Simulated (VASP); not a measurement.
# MgO (P6_3/mmc) in VASP: G0W0 quasiparticle levels with PBE

Aim: the G0W0 quasiparticle levels of MgO with PBE.

Everything below comes from runs of VASP 6.6.1. Logs are shortened: lines on timing, memory, paths and dates and some standing lists are left out, and cuts for length are marked.

**1. The cell of the first run**

The structure is hexagonal, space group P6_3/mmc (No. 194). Conventional cell: a = 2.923 Å, b = 2.923 Å, c = 5.092 Å, α = 90.00°, β = 90.00°, γ = 120.00°. Within 2.8 Å of Mg (site symmetry -3m) lie 6 O at 2.11 Å and 2 Mg at 2.55 Å. O (site symmetry -6m2) has 6 Mg at 2.11 Å within 2.8 Å.

**2. G0W0 quasiparticle levels, PBE**

POSCAR reads:

```
MgO
1.0
    2.9230552963      0.0000000000      0.0000000000
   -1.4615276482      2.5314401432      0.0000000000
    0.0000000000      0.0000000000      5.0921016484
Mg O
2 2
Direct
    0.0000000000      0.0000000000      0.0000000000
    0.0000000000      0.0000000000      0.5000000000
    0.3333333333      0.6666666667      0.2500000000
    0.6666666667      0.3333333333      0.7500000000
```

INCAR.step1 reads:

```
PREC = Accurate ; ENCUT = 500
EDIFF = 1E-8 ; ISMEAR = 0
SIGMA = 0.01 ; LREAL = F
LASPH = T ; NELM = 80
ALGO = Normal ; LWAVE = T
LCHARG = F ; GGA = PE
```

INCAR.step2 reads:

```
PREC = Accurate ; ENCUT = 500
EDIFF = 1E-8 ; ISMEAR = 0
SIGMA = 0.01 ; LREAL = F
LASPH = T ; NELM = 1
ALGO = Exact ; LWAVE = T
LCHARG = F ; GGA = PE
NBANDS = 69 ; LOPTICS = T
ISTART = 1
```

INCAR.step3 reads:

```
PREC = Accurate ; ENCUT = 500
EDIFF = 1E-8 ; ISMEAR = 0
SIGMA = 0.01 ; LREAL = F
LASPH = T ; ALGO = EVGW0
LWAVE = F ; LCHARG = F
GGA = PE ; NELMGW = 1
NBANDS = 69 ; ENCUTGW = 80.0
NOMEGA = 48 ; PRECFOCK = Fast
ISTART = 1 ; NBANDSGW = 16
```

KPOINTS reads:

```
Automatic mesh
0
Gamma
  6 6 4
```

Potentials or basis: VASP PAW PBE potentials, release 64 (Mg_GW, O_GW).

On the command line:

```sh
$ cat potpaw_PBE.64/Mg_GW/POTCAR potpaw_PBE.64/O_GW/POTCAR > POTCAR
$ cp INCAR.step1 INCAR
$ mpirun -np 1 vasp_std > vasp.out
$ cp INCAR.step2 INCAR
$ mpirun -np 1 vasp_std > vasp.out
$ cp INCAR.step3 INCAR
$ mpirun -np 1 vasp_std > vasp.out
```

OUTCAR:

```text
PREC = Accurate
   ENCUT = 500
   EDIFF = 1E-8
   ISMEAR = 0
   LREAL = F
   LASPH = T
   GGA = PE
   NELMGW = 1
   ENCUTGW = 80.0
   PRECFOCK = Fast
   ISTART = 1

 ion  position               nearest neighbor table
   1  0.000  0.000  0.000-   3 2.11   4 2.11   3 2.11   4 2.11   4 2.11   3 2.11
   2  0.000  0.000  0.500-   3 2.11   4 2.11   3 2.11   4 2.11   4 2.11   3 2.11
   3  0.333  0.667  0.250-   1 2.11   2 2.11   1 2.11   2 2.11   1 2.11   2 2.11
   4  0.667  0.333  0.750-   1 2.11   2 2.11   1 2.11   2 2.11   1 2.11   2 2.11

  LATTYP: Found a hexagonal cell.
 ALAT       =     2.9230552963
 C/A-ratio  =     1.7420476632

  Lattice vectors:

 A1 = (   2.9230552963,   0.0000000000,   0.0000000000)
 A2 = (  -1.4615276482,   2.5314401432,   0.0000000000)
 A3 = (   0.0000000000,   0.0000000000,   5.0921016484)

Analysis of symmetry for initial positions (statically):
=====================================================================
 Subroutine PRICEL returns:
 Original cell was already a primitive cell.

 Routine SETGRP: Setting up the symmetry group for a
 hexagonal supercell.

 Subroutine GETGRP returns: Found 24 space group operations
 (whereof 12 operations were pure point group operations)
 out of a pool of 24 trial point group operations.

The static configuration has the point symmetry D_3d.
 The point group associated with its full space group is D_6h.

Analysis of symmetry for dynamics (positions and initial velocities):
=====================================================================
 Subroutine PRICEL returns:
 Original cell was already a primitive cell.

 Routine SETGRP: Setting up the symmetry group for a
 hexagonal supercell.

 Subroutine GETGRP returns: Found 24 space group operations
 (whereof 12 operations were pure point group operations)
 out of a pool of 24 trial point group operations.

The dynamic configuration has the point symmetry D_3d.
 The point group associated with its full space group is D_6h.

 Subroutine INISYM returns: Found 24 space group operations
 (whereof 12 operations are pure point group operations),
 and found     1 'primitive' translations

----------------------------------------------------------------------------------------

                                     Primitive cell

  volume of cell :      37.6792

  direct lattice vectors                    reciprocal lattice vectors
     2.923055296  0.000000000  0.000000000     0.342107794  0.197516027  0.000000000
    -1.461527648  2.531440143  0.000000000     0.000000000  0.395032054  0.000000000
     0.000000000  0.000000000  5.092101648     0.000000000  0.000000000  0.196382568

  length of vectors
     2.923055296  2.923055296  5.092101648     0.395032054  0.395032054  0.196382568

  position of ions in fractional coordinates (direct lattice)
     0.000000000  0.000000000  0.000000000
     0.000000000  0.000000000  0.500000000
     0.333333333  0.666666667  0.250000000
     0.666666667  0.333333333  0.750000000

  ion indices of the primitive-cell ions
   primitive index   ion index
                 1           1
                 2           2
                 3           3
                 4           4

----------------------------------------------------------------------------------------

 KPOINTS: Automatic mesh

Automatic generation of k-mesh.
 Grid dimensions read from file:
 generate k-points for:    6    6    4

 Generating k-lattice:

  Cartesian coordinates                     Fractional coordinates (reciprocal lattice)
     0.057017966  0.032919338  0.000000000     0.166666667  0.000000000  0.000000000
     0.000000000  0.065838676  0.000000000     0.000000000  0.166666667  0.000000000
     0.000000000  0.000000000  0.049095642     0.000000000  0.000000000  0.250000000

  Length of vectors
     0.065838676  0.065838676  0.049095642

  Shift w.r.t. Gamma in fractional coordinates (k-lattice)
     0.000000000  0.000000000  0.000000000

 Subroutine IBZKPT returns following result:
 ===========================================

 Found     21 irreducible k-points:

 Following reciprocal coordinates:
            Coordinates               Weight
  0.000000  0.000000  0.000000      1.000000
  0.166667  0.000000  0.000000      6.000000
  0.333333  0.000000  0.000000      6.000000
  0.500000  0.000000  0.000000      3.000000
  0.166667  0.166667  0.000000      6.000000
  0.333333  0.166667  0.000000     12.000000
[... 13 lines left out ...]
  0.333333  0.166667  0.500000     12.000000
  0.333333  0.333333  0.500000      2.000000
   k-points           NKPTS =     21   k-points in BZ     NKDIM =    144   number of bands    NBANDS=     69
   number of dos      NEDOS =    301   number of ions     NIONS =      4
   total plane-waves  NPLWV =  23040
   dimension x,y,z NGX =    24 NGY =   24 NGZ =   40
   dimension x,y,z NGXF=    48 NGYF=   48 NGZF=   80
   ions per type =               2   2
   NGX,Y,Z   is equivalent  to a cutoff of  13.65, 13.65, 13.06 a.u.
   NGXF,Y,Z  is equivalent  to a cutoff of  27.30, 27.30, 26.12 a.u.
 SYSTEM =  unknown system
   PREC   = accura    normal or accurate (medium, high low for compatibility)
   ISTART =      1    job   : 0-new  1-cont  2-samecut
   ICHARG =      0    charge: 1-file 2-atom 10-const
   ISPIN  =      1    spin polarized calculation?
   LNONCOLLINEAR =      F non collinear calculations
   LSORBIT =      F    spin-orbit coupling
   LASPH  =      T    aspherical Exc in radial PAW
   ENCUT  =  500.0 eV  36.75 Ry    6.06 a.u.   5.33  5.33  9.28*2*pi/ulx,y,z
   NELM   =     60;   NELMIN=  2; NELMDL=  0     # of ELM steps
   EDIFF  = 0.1E-07   stopping-criterion for ELM
   LREAL  =      F    real-space projection
   EDIFFG = 0.1E-06   stopping-criterion for IOM
   NSW    =      0    number of steps for IOM
   IBRION =     -1    ionic relax: 0-MD 1-quasi-New 2-CG
   NFREE  =      0    steps in history (QN), initial steepest desc. (CG)
   ISIF   =      0    stress and relaxation
   ISYM   =      3    0-nonsym 1-usesym 2-fastsym
   POTIM  = 0.5000    time-step for ionic-motion
   TEBEG  =    0.0;   TEEND  =   0.0 temperature during run
   PSTRESS=    0.0 pullay stress
   NELECT =      16.0000    total number of electrons
   NUPDOWN=      -1.0000    fix difference up-down
   EMIN   =  10.00;   EMAX   =-10.00  energy-range for DOS
   EFERMI =   0.00;   METHOD = LEGACY
   ISMEAR =     0;   SIGMA  =   0.01  broadening in eV -4-tet -1-fermi 0-gaus
   EFERMI_NEDOS =   21; number of points for ismear=-14 and -15
   IALGO  =     38    algorithm
   IMIX   =      4    mixing-type and parameters
     AMIX     =   0.40;   BMIX     =  1.00
     AMIX_MAG =   1.60;   BMIX_MAG =  1.00
  volume/ion in A,a.u.               =       9.42        63.57
  Fermi-wavevector in a.u.,A,eV,Ry     =   1.230498  2.325304 20.600925  1.514125
  Thomas-Fermi vector in A             =   2.365344
   LORBIT       =      0    0 simple, 1 ext, 2 COOP (PROOUT), +10 PAW based schemes
   GGA     = PE    functional components
   LHFCALC =     T    Hartree Fock is set to
   PRECFOCK=fast      Normal, Fast or Accurate (Low or Medium for compatibility)
   ENCUT4O =  -1.0   cutoff for four orbital integrals eV
   NKREDX  =     1    reduce k-point grid by
   NKREDY  =     1    reduce k-point grid by
   NKREDZ  =     1    reduce k-point grid by
   AEXX    =    1.0000 exact exchange contribution
   HFSCREEN=    0.0000 screening length (either q_TF or 0.3 A-1)
   HFSCREENC=   0.0000 screening length for correlation (either q_TF or 0.3 A-1)
   ENCUTFOCK=  -1.0 apply spherical cutoff to Coloumb kernel
   IVDW    =     0    specifies the selected vdW correction
   LEPSILON=     F    determine dielectric tensor
   LRPA    =     F    only Hartree local field effects (RPA)
   LRPAFORCE           =     F    calculate RPA forces
   ENCUTGW             =  80.0    cutoff for response function in eV
   ENCUTGWSOFT         =  64.0    soft cutoff for Coulomb kernel in GW response function in eV
   ENCUTLF             =  -1.0    cutoff for local field effects
   NELMGW              =     1    number of iterations in solving QP/BSE equation
   NELMHF              =     1    number of iterations in the inner HF iteration
   NKREDLFX            =     1    NKREDLFY  =   1   NKREDLFZ  =   1
 non-spin polarized calculation
 Gauss-broadening in eV      SIGMA  =   0.01
  energy-cutoff  :      500.00
  volume of cell :       37.68
 maximum number of plane-waves:       991
 NGX is ok and might be reduce to    24
  NGX = 12; NGY = 12; NGZ = 20
   NGX = 11   NGY = 11   NGZ = 19
 maximum number of plane-waves:        68
 NGX is ok and might be reduce to    10

 QP shifts <psi_nk| G(iteration)W_0 |psi_nk>: iteration 1
 for sc-GW calculations column KS-energies equals QP-energies in previous step
 and V_xc(KS)=  KS-energies - (<T + V_ion + V_H > + <T+V_H+V_ion>^1  + <V_x>^1)

 k-point   1 :       0.0000    0.0000    0.0000
  band No.  KS-energies  QP-energies   sigma(KS)   V_xc(KS)     V^pw_x(r,r')   Z            occupation Imag(sigma)

      1     -14.0946     -16.3698     -21.2888     -18.1285     -29.8964       0.7199       2.0000       1.1976
      2     -12.9929     -15.2639     -22.4092     -19.3335     -30.9387       0.7384       2.0000       1.0842
      3      -1.6623      -3.3892     -16.7964     -14.5296     -21.1222       0.7618       2.0000       0.1548
      4       2.7720       1.6574     -20.6432     -19.2246     -24.9345       0.7857       2.0000       0.0934
      5       2.7720       1.6574     -20.6432     -19.2246     -24.9345       0.7857       2.0000       0.0934
      6       2.7861       1.7131     -20.7994     -19.4412     -24.9059       0.7901       2.0000       0.0870
[... 8 lines left out ...]
     15      20.5462      22.1608      -7.5820      -9.5516      -3.1784       0.8197       0.0000      -0.1513
     16      20.5462      22.1608      -7.5820      -9.5516      -3.1784       0.8197       0.0000      -0.1513

 k-point   2 :       0.1667    0.0000    0.0000
  band No.  KS-energies  QP-energies   sigma(KS)   V_xc(KS)     V^pw_x(r,r')   Z            occupation Imag(sigma)

      1     -13.8299     -16.0971     -21.4956     -18.3619     -30.0839       0.7235       2.0000       1.1791
      2     -12.8641     -15.1122     -22.5134     -19.4678     -31.0475       0.7382       2.0000       1.0759
      3      -1.2594      -2.9627     -17.0425     -14.8236     -21.3183       0.7676       2.0000       0.1447
      4       1.6987       0.3917     -19.3407     -17.6687     -23.5148       0.7817       2.0000       0.1029
      5       1.9958       0.7706     -19.5603     -17.9983     -23.6493       0.7844       2.0000       0.0976
      6       2.5782       1.4184     -20.4481     -18.9690     -24.7391       0.7842       2.0000       0.0951
[... 8 lines left out ...]
     15      20.6958      22.1979      -7.6671      -9.5039      -3.2185       0.8178       0.0000      -0.1669
     16      20.8323      22.4915      -8.3037     -10.3634      -3.6782       0.8055       0.0000      -0.1901
[... 348 lines left out ...]
      5       1.3105      -0.0742     -19.1533     -17.3764     -23.3787       0.7793       2.0000       0.1074
      6       1.3105      -0.0742     -19.1533     -17.3764     -23.3787       0.7793       2.0000       0.1074
[... 8 lines left out ...]
     15      19.5275      21.1448      -7.6979      -9.6882      -3.1662       0.8126       0.0000      -0.1625
     16      19.5275      21.1448      -7.6979      -9.6882      -3.1662       0.8126       0.0000      -0.1625

 k-point  21 :       0.3333    0.3333    0.5000
  band No.  KS-energies  QP-energies   sigma(KS)   V_xc(KS)     V^pw_x(r,r')   Z            occupation Imag(sigma)

      1     -12.5542     -14.7561     -22.7542     -19.7886     -31.3110       0.7425       2.0000       1.0525
      2     -12.5542     -14.7561     -22.7542     -19.7886     -31.3110       0.7425       2.0000       1.0525
      3      -0.2678      -1.8978     -17.7610     -15.6453     -22.0469       0.7704       2.0000       0.1303
      4      -0.2678      -1.8978     -17.7610     -15.6453     -22.0469       0.7704       2.0000       0.1303
      5       0.2827      -1.2342     -18.2460     -16.2833     -22.5608       0.7729       2.0000       0.1248
      6       0.2827      -1.2342     -18.2460     -16.2833     -22.5608       0.7729       2.0000       0.1248
[... 8 lines left out ...]
     15      19.1202      20.7211      -7.4719      -9.4340      -3.0046       0.8159       0.0000      -0.1436
     16      19.1202      20.7211      -7.4719      -9.4340      -3.0046       0.8159       0.0000      -0.1436
```

Run time: 4.6 min. Hardware: 1 thread of Intel Xeon 6975P-C, shared host; peak memory 0.57 GiB.

Results:

- Band gap on the k mesh, mean-field level: 4.45 eV, direct
- Quasiparticle gap: 6.68 eV
- Least direct quasiparticle gap: 6.68 eV

Levels at points of the mesh, in eV from the valence-band top:
```csv
k point,band 6,band 7,band 8,band 9,band 10,band 11
"(0.00, 0.00, 0.00)",-0.51,0.00,0.00,4.45,8.13,11.75
"(0.50, 0.00, 0.00)",-1.59,-1.24,-0.72,8.47,9.59,10.33
"(0.00, 0.00, 0.50)",-0.27,-0.27,-0.27,6.90,6.90,11.94
"(0.50, 0.00, 0.50)",-1.54,-0.99,-0.99,8.69,8.69,10.92
```

Caveat: bands, screening cutoff and mesh are small and nothing is extrapolated, so the quasiparticle values aren't converged.
